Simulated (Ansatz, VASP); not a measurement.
# Two plane-wave programs on SnO2

```
CELL_PARAMETERS angstrom
5.21392 0.00000 0.00000
0.00000 5.21392 0.00000
0.00000 0.00000 3.10847
ATOMIC_POSITIONS crystal
Sn 0.00000 0.00000 0.00000
Sn 0.50000 0.50000 0.50000
O 0.30661 0.30661 0.00000
O 0.19339 0.80661 0.50000
O 0.69339 0.69339 0.00000
O 0.80661 0.19339 0.50000
```

Change from the starting cell: strain +0.080 along x and y, -0.040 along z, atoms carried along.

Alike in both runs: task single point; functional PBE; k mesh 6 × 6 × 8; occupations gaussian, width 0.05 eV; no spin polarisation.

|  | VASP | Ansatz |
| --- | --- | --- |
| version | VASP 6.6.1 | Ansatz 0.2.0 |
| potentials or method | VASP PAW PBE potentials, release 64 (Sn_d, O), cutoff 520 eV | scalar-relativistic, plane waves, PAW |
| valence electrons in the cell | 52 | 52 |

|  | VASP | Ansatz | Ansatz less VASP |
| --- | --- | --- | --- |
| gap on the k mesh at the Fermi level (eV) | 0.17 | 0.19 | +0.016 |
| least direct gap on the mesh (eV) | 0.17 | 0.19 | +0.016 |
| pressure (GPa) | -10.6 | -11.0 | -0.38 |
| traceless stress, the component that is largest in VASP (GPa) | 10.10 | 9.81 | -0.287 |
| rms of the force components (eV/Å) | 0.282 | 0.304 | +0.0224 |

Atom by atom the forces differ by 0.022 eV/Å (rms over components).
